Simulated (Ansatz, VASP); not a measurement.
One calculation of BAs, two programs

```
B As
1.0
     0.00000    2.40771    2.37293
     2.40771    0.00000    2.37293
     2.40771    2.40771    0.00000
B As
1 1
Direct
  0.00000 0.00000 0.00000
  0.25000 0.25000 0.25000
```

Change from the starting cell: strained cell.

Alike in both runs: task relaxation of the atoms; functional PBEsol; k mesh 8 × 8 × 8; occupations gaussian, width 0.02 eV; no spin polarisation.

|  | VASP | Ansatz |
| --- | --- | --- |
| version | VASP 6.6.1 | Ansatz 0.2.0 |
| potentials or method | VASP PAW PBE potentials, release 64 (B, As), cutoff 450 eV | scalar-relativistic, plane waves, PAW |
| valence electrons in the cell | 8 | 18 |

|  | VASP | Ansatz | Ansatz less VASP |
| --- | --- | --- | --- |
| gap on the k mesh at the Fermi level, each at its own relaxed structure (eV) | 0.88 | 0.89 | +0.009 |

VASP's potentials were made for PBE, not for PBEsol, and Ansatz warns of the same on its side. VASP's potentials hold 8 valence electrons a cell and Ansatz's 18, so a difference there can come from the potentials and not from the codes. Ansatz's warnings: stress scf threshold loose.

Noted on VASP's run: the relaxation stopped at its first step, so nothing moved.
